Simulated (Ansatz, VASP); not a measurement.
# Two plane-wave programs on Si3C

```
Si C
1.0
     2.49619    0.00000    0.00000
     0.00000    2.85397    0.00000
     0.00000    0.00000    7.22749
Si C
3 1
Direct
  0.00000 0.50000 0.18499
  0.00000 0.00000 0.50000
  0.00000 0.50000 0.81501
  0.00000 0.00000 0.00000
```

Change from the starting cell: species swapped into the Sn3Pb type (Pmmm, No. 47).

Alike in both runs: functional PBE; k mesh 18 × 16 × 8; occupations gaussian, width 0.1 eV; no spin polarisation.

Ansatz relaxed the structure, and its values are those at the end. VASP's run is a single point on that final structure, the one shown.

|  | VASP | Ansatz |
| --- | --- | --- |
| version | VASP 6.6.1 | Ansatz 0.2.0 |
| potentials or method | VASP PAW PBE potentials, release 64 (Si, C), cutoff 520 eV | scalar-relativistic, plane waves, PAW |
| valence electrons in the cell | 16 | 16 |

|  | VASP | Ansatz | Ansatz less VASP |
| --- | --- | --- | --- |
| gap on the k mesh at the Fermi level (eV) | none | none | - |
| pressure (GPa) | 0.0 | 0.0 | +0.03 |

A gap of «none» marks a metal or a gap that the smearing closes.
